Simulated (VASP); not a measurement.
# Ag (Im-3m) in VASP: a series of runs

Ag is run at these levels: LDA; tasks: single point.

Program: VASP 6.6.1. These are calculated values, not measurements. Logs are shortened: lines on timing, memory, paths and dates and some standing lists are left out, and cuts for length are marked.

### Step 1. The cell of the first run

Symmetry: Im-3m, No. 229, cubic system. Conventional cell: a = 3.267 Å, b = 3.267 Å, c = 3.267 Å, α = 90.00°, β = 90.00°, γ = 90.00°. Within 3.7 Å of Ag (site symmetry m-3m) lie 14 Ag at 2.83 to 3.27 Å.

### Step 2. Single point, LDA

Contents of INCAR:

```
SYSTEM = Ag
PREC     = Accurate       ! precision mode
ENCUT    = 520            ! plane-wave cutoff, eV
EDIFF    = 1E-7           ! SCF threshold, eV
ISMEAR   = -1             ! smearing method
SIGMA    = 0.05           ! smearing width, eV
LREAL    = .FALSE.        ! projectors in reciprocal space
LASPH    = .TRUE.         ! aspherical terms in the spheres
NELM     = 100            ! most SCF steps
ALGO     = Fast           ! electronic algorithm
ISIF     = 2              ! what is computed and relaxed
LWAVE    = .FALSE.        ! write WAVECAR
LCHARG   = .FALSE.        ! write CHGCAR
NBANDS   = 12             ! bands
```

Contents of KPOINTS:

```
Automatic mesh
0
G
  11 11 11
  0 0 0
```

Contents of POSCAR:

```
Ag
1.0
   -1.6332775543      1.6332775543      1.6332775543
    1.6332775543     -1.6332775543      1.6332775543
    1.6332775543      1.6332775543     -1.6332775543
Ag
1
Direct
    0.0000000000      0.0000000000      0.0000000000
```

Potentials or basis: VASP PAW LDA potentials, release 64 (Ag).

Started as:

```sh
$ cat potpaw_LDA.64/Ag/POTCAR > POTCAR
$ mpirun -np 1 vasp_std > vasp.out
```

OUTCAR:

```text
SYSTEM = Ag
   PREC = Accurate
   ENCUT = 520
   EDIFF = 1E-7
   ISMEAR = -1
   LREAL = .FALSE.
   LASPH = .TRUE.
   NELM = 100
   ISIF = 2

 ion  position               nearest neighbor table
   1  0.000  0.000  0.000-

  LATTYP: Found a body centered cubic cell.
 ALAT       =     3.2665551086

  Lattice vectors:

 A1 = (  -1.6332775543,   1.6332775543,   1.6332775543)
 A2 = (   1.6332775543,  -1.6332775543,   1.6332775543)
 A3 = (   1.6332775543,   1.6332775543,  -1.6332775543)

Analysis of symmetry for initial positions (statically):
=====================================================================
 Subroutine PRICEL returns:
 Original cell was already a primitive cell.

 Routine SETGRP: Setting up the symmetry group for a
 body centered cubic supercell.

 Subroutine GETGRP returns: Found 48 space group operations
[... 9 lines left out ...]

 Routine SETGRP: Setting up the symmetry group for a
 body centered cubic supercell.

 Subroutine GETGRP returns: Found 48 space group operations
[... 11 lines left out ...]
                                     Primitive cell

  volume of cell :      17.4277

  direct lattice vectors                    reciprocal lattice vectors
    -1.633277554  1.633277554  1.633277554     0.000000000  0.306132904  0.306132904
     1.633277554 -1.633277554  1.633277554     0.306132904  0.000000000  0.306132904
     1.633277554  1.633277554 -1.633277554     0.306132904  0.306132904  0.000000000

  length of vectors
     2.828919707  2.828919707  2.828919707     0.432937304  0.432937304  0.432937304

  position of ions in fractional coordinates (direct lattice)
     0.000000000  0.000000000  0.000000000

  ion indices of the primitive-cell ions
   primitive index   ion index
                 1           1

----------------------------------------------------------------------------------------

 KPOINTS: Automatic mesh

Automatic generation of k-mesh.
 Grid dimensions read from file:
 generate k-points for:   11   11   11

 Generating k-lattice:

  Cartesian coordinates                     Fractional coordinates (reciprocal lattice)
     0.000000000  0.027830264  0.027830264     0.090909091  0.000000000  0.000000000
     0.027830264  0.000000000  0.027830264     0.000000000  0.090909091  0.000000000
     0.027830264  0.027830264  0.000000000     0.000000000  0.000000000  0.090909091

  Length of vectors
     0.039357937  0.039357937  0.039357937

  Shift w.r.t. Gamma in fractional coordinates (k-lattice)
     0.000000000  0.000000000  0.000000000

 Subroutine IBZKPT returns following result:
 ===========================================

 Found     56 irreducible k-points:

 Following reciprocal coordinates:
            Coordinates               Weight
  0.000000  0.000000  0.000000      1.000000
  0.090909  0.000000  0.000000     12.000000
  0.181818  0.000000  0.000000     12.000000
  0.272727  0.000000  0.000000     12.000000
  0.363636  0.000000  0.000000     12.000000
  0.454545  0.000000  0.000000     12.000000
[... 16 lines left out ...]
  0.272727  0.181818  0.090909     48.000000
  0.363636  0.181818  0.090909     24.000000
 [... further k-points ...]
   k-points           NKPTS =     56   k-points in BZ     NKDIM =     56   number of bands    NBANDS=     12
   number of dos      NEDOS =    301   number of ions     NIONS =      1
   total plane-waves  NPLWV =  13824
   dimension x,y,z NGX =    24 NGY =   24 NGZ =   24
   dimension x,y,z NGXF=    48 NGYF=   48 NGZF=   48
   ions per type =               1
   NGX,Y,Z   is equivalent  to a cutoff of  14.10, 14.10, 14.10 a.u.
   NGXF,Y,Z  is equivalent  to a cutoff of  28.21, 28.21, 28.21 a.u.
 SYSTEM =  Ag
   PREC   = accura    normal or accurate (medium, high low for compatibility)
   ISTART =      0    job   : 0-new  1-cont  2-samecut
   ICHARG =      2    charge: 1-file 2-atom 10-const
   ISPIN  =      1    spin polarized calculation?
   LNONCOLLINEAR =      F non collinear calculations
   LSORBIT =      F    spin-orbit coupling
   LASPH  =      T    aspherical Exc in radial PAW
   ENCUT  =  520.0 eV  38.22 Ry    6.18 a.u.   5.26  5.26  5.26*2*pi/ulx,y,z
   NELM   =    100;   NELMIN=  2; NELMDL= -5     # of ELM steps
   EDIFF  = 0.1E-06   stopping-criterion for ELM
   LREAL  =      F    real-space projection
   EDIFFG = 0.1E-05   stopping-criterion for IOM
   NSW    =      0    number of steps for IOM
   IBRION =     -1    ionic relax: 0-MD 1-quasi-New 2-CG
   NFREE  =      0    steps in history (QN), initial steepest desc. (CG)
   ISIF   =      2    stress and relaxation
   ISYM   =      2    0-nonsym 1-usesym 2-fastsym
   POTIM  = 0.5000    time-step for ionic-motion
   TEBEG  =    0.0;   TEEND  =   0.0 temperature during run
   PSTRESS=    0.0 pullay stress
   NELECT =      11.0000    total number of electrons
   NUPDOWN=      -1.0000    fix difference up-down
   EMIN   =  10.00;   EMAX   =-10.00  energy-range for DOS
   EFERMI =   0.00;   METHOD = LEGACY
   ISMEAR =    -1;   SIGMA  =   0.05  broadening in eV -4-tet -1-fermi 0-gaus
   EFERMI_NEDOS =   21; number of points for ismear=-14 and -15
   IALGO  =     68    algorithm
   IMIX   =      4    mixing-type and parameters
     AMIX     =   0.40;   BMIX     =  1.00
     AMIX_MAG =   1.60;   BMIX_MAG =  1.00
  volume/ion in A,a.u.               =      17.43       117.61
  Fermi-wavevector in a.u.,A,eV,Ry     =   1.404297  2.653737 26.831382  1.972051
  Thomas-Fermi vector in A             =   2.526873
   LORBIT       =      0    0 simple, 1 ext, 2 COOP (PROOUT), +10 PAW based schemes
   GGA     = CA    functional components
   LHFCALC =     F    Hartree Fock is set to
   AEXX    =    0.0000 exact exchange contribution
   IVDW    =     0    specifies the selected vdW correction
   LEPSILON=     F    determine dielectric tensor
   LRPA    =     F    only Hartree local field effects (RPA)
 non-spin polarized calculation
 RMM-DIIS sequential band-by-band and
  energy-cutoff  :      520.00
  volume of cell :       17.43
 maximum number of plane-waves:       478
 NGX is ok and might be reduce to    24
   NGX = 11   NGY = 11   NGZ = 11

 number of electron      11.0000003 magnetization

 Free energy of the ion-electron system (eV)
  ---------------------------------------------------
  ext. energy  EPLUGINS =         0.00000000
  ---------------------------------------------------
  free energy    TOTEN  =        -3.71620681 eV

  energy without entropy =       -3.71246891  energy(sigma->0) =       -3.71433786

 E-fermi :   7.8196     XC(G=0): -12.4547

 val. band max:        7.7890579596   @ k =  -0.3636   0.4545   0.0909
 cond. band min:       7.9611356437   @ k =  -0.4545   0.4545   0.0909
 fundamental gap:      0.1720776840
 Fermi energy:         7.8195582633

 k-point     1 :       0.0000    0.0000    0.0000
  band No.  band energies     occupation
      1       0.1825      2.00000
      2       3.0372      2.00000
      3       3.0372      2.00000
      4       3.0372      2.00000
      5       4.3528      2.00000
      6       4.3528      2.00000
      7      25.7376      0.00000
      8      25.7376      0.00000
      9      25.7376      0.00000
     10      31.5372      0.00000
     11      31.5375      0.00000
     12      31.5420      0.00000

 k-point     2 :       0.0909    0.0000    0.0000
  band No.  band energies     occupation
      1       0.4483      2.00000
      2       2.9724      2.00000
      3       3.0482      2.00000
      4       3.1895      2.00000
      5       4.2849      2.00000
      6       4.3576      2.00000
      7      25.0053      0.00000
      8      25.6096      0.00000
      9      25.9187      0.00000
     10      29.4775      0.00000
     11      29.5730      0.00000
     12      30.0550      0.00000

 k-point     3 :       0.1818    0.0000    0.0000
  band No.  band energies     occupation
      1       1.1459      2.00000
      2       2.8024      2.00000
      3       3.1263      2.00000
      4       3.6180      2.00000
      5       4.1720      2.00000
      6       4.3741      2.00000
      7      22.3635      0.00000
      8      24.6112      0.00000
      9      26.3813      0.00000
     10      27.5452      0.00000
     11      28.3011      0.00000
     12      29.2980      0.00000

 k-point     4 :       0.2727    0.0000    0.0000
  band No.  band energies     occupation
      1       1.7224      2.00000
      2       2.5881      2.00000
      3       3.7484      2.00000
      4       4.1561      2.00000
      5       4.2316      2.00000
      6       4.4042      2.00000
      7      18.7787      0.00000
      8      23.0750      0.00000
      9      25.1269      0.00000
     10      26.9312      0.00000
     11      28.2096      0.00000
     12      30.7211      0.00000

 k-point     5 :       0.3636    0.0000    0.0000
  band No.  band energies     occupation
      1       1.7172      2.00000
      2       2.3987      2.00000
      3       4.2192      2.00000
      4       4.4408      2.00000
      5       4.8626      2.00000
      6       5.3929      2.00000
      7      15.2540      0.00000
      8      21.8371      0.00000
      9      23.2134      0.00000
     10      27.3762      0.00000
     11      28.4666      0.00000
     12      32.9024      0.00000
[... 228 lines left out ...]
      1       0.7087      2.00000
      2       3.0662      2.00000
      3       3.0662      2.00000
      4       3.1878      2.00000
      5       4.1247      2.00000
      6       4.4443      2.00000
      7      24.5380      0.00000
      8      25.8151      0.00000
      9      25.8151      0.00000
     10      27.1165      0.00000
     11      29.5704      0.00000
     12      29.5704      0.00000

 k-point    22 :       0.1818    0.1818    0.0909
  band No.  band energies     occupation
      1       2.3096      2.00000
      2       2.5680      2.00000
      3       3.0645      2.00000
      4       4.2982      2.00000
      5       4.4399      2.00000
      6       6.8185      2.00000
      7      17.3957      0.00000
      8      18.0968      0.00000
      9      20.1196      0.00000
     10      29.1977      0.00000
     11      33.1433      0.00000
     12      33.8150      0.00000

 k-point    23 :       0.2727    0.1818    0.0909
  band No.  band energies     occupation
      1       2.2033      2.00000
      2       2.4852      2.00000
      3       3.5241      2.00000
      4       4.3578      2.00000
      5       4.4956      2.00000
      6       8.7901      0.00000
      7      14.3919      0.00000
      8      16.9362      0.00000
      9      19.3794      0.00000
     10      29.9733      0.00000
     11      32.8530      0.00000
     12      34.2319      0.00000

 k-point    24 :       0.3636    0.1818    0.0909
  band No.  band energies     occupation
      1       2.1538      2.00000
      2       2.4452      2.00000
      3       3.7226      2.00000
      4       4.3953      2.00000
      5       4.5127      2.00000
      6      10.5972      0.00000
      7      12.1674      0.00000
      8      16.5851      0.00000
      9      19.1228      0.00000
     10      30.2287      0.00000
     11      32.6776      0.00000
     12      34.2619      0.00000

 [... further k-points ...]
[... 5 lines left out ...]
  --------------------------------------------------------------------------------------
  -------------------------------------------------------------------------------------
  Total       -0.8979964     -0.8979964     -0.8979964      0.0000000     -0.0000000      0.0000000
  in kB      -82.5553477    -82.5553477    -82.5553477      0.0000000     -0.0000000      0.0000000
  external PRESSURE =     -82.5553477 kB  Pullay stress =       0.0000000 kB

 VOLUME and BASIS-vectors are now :
 -----------------------------------------------------------------------------
  energy-cutoff  :      520.00
  volume of cell :       17.43
      direct lattice vectors                 reciprocal lattice vectors
    -1.633277554  1.633277554  1.633277554     0.000000000  0.306132904  0.306132904
     1.633277554 -1.633277554  1.633277554     0.306132904  0.000000000  0.306132904
     1.633277554  1.633277554 -1.633277554     0.306132904  0.306132904  0.000000000

 POSITION                                       TOTAL-FORCE (eV/Angst)
 -----------------------------------------------------------------------------------
      0.00000      0.00000      0.00000        -0.000000      0.000000     -0.000000
 -----------------------------------------------------------------------------------
    total drift:                                0.000000      0.000000     -0.000000

  FREE ENERGIE OF THE ION-ELECTRON SYSTEM (eV)
  ---------------------------------------------------
  free  energy   TOTEN  =        -3.7162068058 eV

  energy  without entropy=       -3.7124689131  energy(sigma->0) =       -3.71433786
```

Wall time 9.8 s (1 thread of Intel Xeon Platinum 8259CL at 2.50GHz (Skylake/Cascade Lake), shared host); peak memory 0.13 GiB.

What came out:

- Free energy: -3.7162 eV
- Pressure: -8.3 GPa

Levels at points of the mesh, in eV from the Fermi level:
| k point | band 2 | band 3 | band 4 | band 5 | band 6 | band 7 | band 8 | band 9 | band 10 | band 11 |
| --- | --- | --- | --- | --- | --- | --- | --- | --- | --- | --- |
| (0.00, 0.00, 0.00) | -4.78 | -4.78 | -4.78 | -3.47 | -3.47 | 17.92 | 17.92 | 17.92 | 23.72 | 23.72 |

### Step 3. Single point, LDA

This run uses another cell than the first one, of 17.79 Å³/atom, 1.021 times its volume.

Contents of INCAR:

```
SYSTEM = Ag
PREC = Accurate
ENCUT = 520
EDIFF = 1E-7
ISMEAR = -1
SIGMA = 0.05
LREAL = .False.
LASPH = .True.
NELM = 100
ALGO = Normal
ISIF = 2
LWAVE = .False.
LCHARG = .True.
GGA = CA
LELF = .True.
LVHAR = .True.
NBANDS = 12
```

Contents of KPOINTS:

```
Automatic mesh
0
Gamma
  11 11 11
  0 0 0
```

Contents of POSCAR:

```
Ag
1.0
   -1.6445418934      1.6445418934      1.6445418934
    1.6445418934     -1.6445418934      1.6445418934
    1.6445418934      1.6445418934     -1.6445418934
Ag
1
Direct
    0.0000000000      0.0000000000      0.0000000000
```

Potentials or basis: VASP PAW LDA potentials, release 64 (Ag).

Started as:

```sh
$ cat potpaw_LDA.64/Ag/POTCAR > POTCAR
$ mpirun -np 1 vasp_std > vasp.out
```

It took 7.8 s on 1 thread of Intel Xeon Platinum 8259CL at 2.50GHz (Skylake/Cascade Lake), shared host; peak memory 0.13 GiB.

Results (log left out):

```yaml
Free_energy: -3.6957 eV
Pressure: -9.9 GPa
```

Levels at points of the mesh, in eV from the Fermi level:
| k point | band 2 | band 3 | band 4 | band 5 | band 6 | band 7 | band 8 | band 9 | band 10 | band 11 |
| --- | --- | --- | --- | --- | --- | --- | --- | --- | --- | --- |
| (0.00, 0.00, 0.00) | -4.71 | -4.71 | -4.71 | -3.43 | -3.43 | 17.85 | 17.85 | 17.85 | 23.33 | 23.33 |

### Step 4. Single point, LDA

This run uses another cell than the first one, of 18.15 Å³/atom, 1.042 times its volume.

Contents of INCAR:

```
SYSTEM = Ag
PREC = Accurate
ENCUT = 520
EDIFF = 1E-7
ISMEAR = -1
SIGMA = 0.05
LREAL = .FALSE.
LASPH = .TRUE.
NELM = 60
ALGO = Normal
ISIF = 2
LWAVE = .FALSE.
LCHARG = .TRUE.
LELF = .TRUE.
LVHAR = .TRUE.
NBANDS = 12
```

Contents of KPOINTS:

```
regular mesh
0
G
  11 11 11
  0 0 0
```

Contents of POSCAR:

```
Ag
1.0
   -1.6556540000      1.6556540000      1.6556540000
    1.6556540000     -1.6556540000      1.6556540000
    1.6556540000      1.6556540000     -1.6556540000
Ag
1
Direct
    0.0000000000      0.0000000000      0.0000000000
```

Started as:

```sh
$ cat potpaw_LDA.64/Ag/POTCAR > POTCAR
$ mpirun -np 1 vasp_std > vasp.out
```

Run time: 7.3 s. Hardware: 1 thread of Intel Xeon Platinum 8259CL at 2.50GHz (Skylake/Cascade Lake), shared host; peak memory 0.13 GiB.

The run converged. Its results:

```
Free energy : -3.6717 eV
Pressure    : -11.4 GPa
```

Levels at points of the mesh, in eV from the Fermi level:
```
           k point  band 3  band 4  band 5  band 6  band 7  band 8  band 9  band 10
(0.00, 0.00, 0.00)   -4.63   -4.63   -3.40   -3.40   17.77   17.77   17.77    22.95
```

### Step 5. Overview

| cell | gap on the mesh (eV) | pressure (GPa) |
| --- | --- | --- |
| a = 2.829 Å, angles 109.5°, 1 atom | none | -8.3 |
| a = 2.848 Å, angles 109.5°, 1 atom | none | -9.9 |
| a = 2.868 Å, angles 109.5°, 1 atom | none | -11.4 |

Alike in all rows: task single point; level LDA; potentials or basis VASP PAW LDA potentials, release 64 (Ag); no spin polarisation; k mesh 11 × 11 × 11; cutoff (eV) 520; smearing fermi-dirac 0.05 eV.

Total energies depend on the potentials used, so only differences within one code and one set of settings carry meaning.
